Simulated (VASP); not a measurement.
PtSe2: single point with LDA

Crystal: PtSe2.

```xyz
3
Lattice="3.7425 0.0000 0.0000 -1.8713 3.2411 0.0000 0.0000 0.0000 4.7560" Properties=species:S:1:pos:R:3 pbc="T T T"
Pt    0.0000    0.0000    0.0000
Se    0.0000    2.1607    1.2591
Se    1.8713    1.0804    3.4968
```

- Program: VASP 6.6.1
- Task: single point
- Functional: LDA
- Potentials or basis: VASP PAW LDA potentials, release 64 (Pt, Se)
- Cutoff: 520 eV
- k mesh: 14 × 14 × 10
- Occupations: gaussian, width 0.02 eV
- Spin: no spin polarisation

- Pressure: 0.4 GPa
- Largest force: 0.052 eV/Å
- Band gap on the k mesh: zero (bands 11 and 12 overlap by 1.04 eV)

Forces in eV/Å, atoms in the order of the input:
```
Pt   0.000  0.000  0.000
Se   0.000  0.000  0.052
Se   0.000  0.000 -0.052
```

Stress tensor (GPa, compression positive):
```
0.49 0.00 0.00
0.00 0.49 0.00
0.00 0.00 0.30
```

Levels at points of the mesh, in eV from the Fermi level:
```tsv
k point	band 9	band 10	band 11	band 12	band 13	band 14
(0.00, 0.00, 0.00)	-1.03	-1.03	0.85	1.10	1.10	3.15
(0.50, 0.00, 0.00)	-3.44	-3.37	-2.98	0.51	2.63	5.07
(0.00, 0.00, 0.50)	-1.77	-1.77	-1.66	2.44	2.44	4.94
(0.50, 0.00, 0.50)	-3.17	-2.70	-1.10	0.63	1.51	4.78
```

Wall time 3.3 min on 1 thread of Intel Xeon 8259CL (shared host), peak memory 0.33 GiB.

Caveat: spin-orbit coupling is left out, which moves the levels of the heavy elements.
